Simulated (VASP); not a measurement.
Here is a VASP 6.6.1 calculation.

File INCAR:

```
SYSTEM = YTe
ALGO = Normal ; EDIFF = 1E-7
ENCUT = 520 ; GGA = CA
ISIF = 2 ; ISMEAR = -1
ISPIN = 2 ; LASPH = .TRUE.
LCHARG = .FALSE. ; LMAXMIX = 4
LORBIT = 11 ; LREAL = .FALSE.
LWAVE = .FALSE. ; MAGMOM = 0.2 0.2
NBANDS = 20 ; NELM = 150
PREC = Accurate ; SIGMA = 0.05
```

KPOINTS

```
k-points
0
G
  9 9 9
  0 0 0
```

POSCAR

```
YTe
1.0
    0.0000000000      3.0400000000      3.0400000000
    3.0400000000      0.0000000000      3.0400000000
    3.0400000000      3.0400000000      0.0000000000
Y Te
1 1
Direct
    0.4850000000      0.4850000000      0.5150000000
    0.0150000000      0.0150000000     -0.0150000000
```

Potentials or basis: VASP PAW LDA potentials, release 64 (Y_sv, Te).

Command:

```bash
$ cat potpaw_LDA.64/Y_sv/POTCAR potpaw_LDA.64/Te/POTCAR > POTCAR
$ mpirun -np 1 vasp_std > vasp.out
```

(1) Predict the net moment.

(2) What does it give for the largest force?

## Answers

(1) 0.00 μB per cell.

(2) 1.154 eV/Å.

Caveat: forces of over 1 eV/Å act on the atoms, so gaps and moduli don't describe the material at rest.
